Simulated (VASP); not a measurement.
Runs of VASP 6.6.1 on InSe. The structure is that of space group P6_3/mmc (No. 194), or close to it. The cells are those of the table. 

| task | level | spin | cell | k mesh | cutoff (eV) | gap on the mesh (eV) | pressure (GPa) | largest force (eV/Å) |
| --- | --- | --- | --- | --- | --- | --- | --- | --- |
| band structure | PBE | SOC, no magnetisation | a = 4.033, b = 4.033, c = 16.758 Å, angles 90.0, 90.0, 120.0°, 8 atoms | 6 × 6 × 2 | 520 | - | 1.7 | 0.02 |
| band structure | r2SCAN | off | a = 4.033, b = 4.033, c = 16.758 Å, angles 90.0, 90.0, 120.0°, 8 atoms | 9 × 9 × 2 | 520 | (a) | 0.1 | 0.26 |
| relaxation of cell and atoms | PBE+D3(BJ) | off | relaxed from a = 4.033, b = 4.033, c = 16.757 Å, angles 90.0, 90.0, 120.0°, 8 atoms | 9 × 9 × 2 | 600 | 0.35 | 0.0 | - |
| band structure | PBE | off | a = 4.033, b = 4.033, c = 16.758 Å, angles 90.0, 90.0, 120.0°, 8 atoms | 9 × 9 × 2 | 520 | 0.35 | 1.7 | 0.02 |
| band structure | TB-mBJ | off | a = 4.033, b = 4.033, c = 16.758 Å, angles 90.0, 90.0, 120.0°, 8 atoms | 9 × 9 × 2 | 520 | 1.16 | - | - |

Alike in all rows: potentials or basis VASP PAW PBE potentials, release 64 (In_d, Se); smearing gaussian 0.03 eV.

**Question.** Fill in the values left out.

**Answer.** (a) 0.78.

Caveats: spin-orbit coupling is left out, which moves the levels of the heavy elements (at least some runs); this functional lacks dispersion, which binds the layers, so the pressure and a relaxed spacing across them are unreliable (at least some runs); the PAW data sets were made with another functional, which shifts forces and pressure a little (at least some runs).

A k mesh can miss the band edges, and rows without SOC leave out spin-orbit coupling on In, Se.
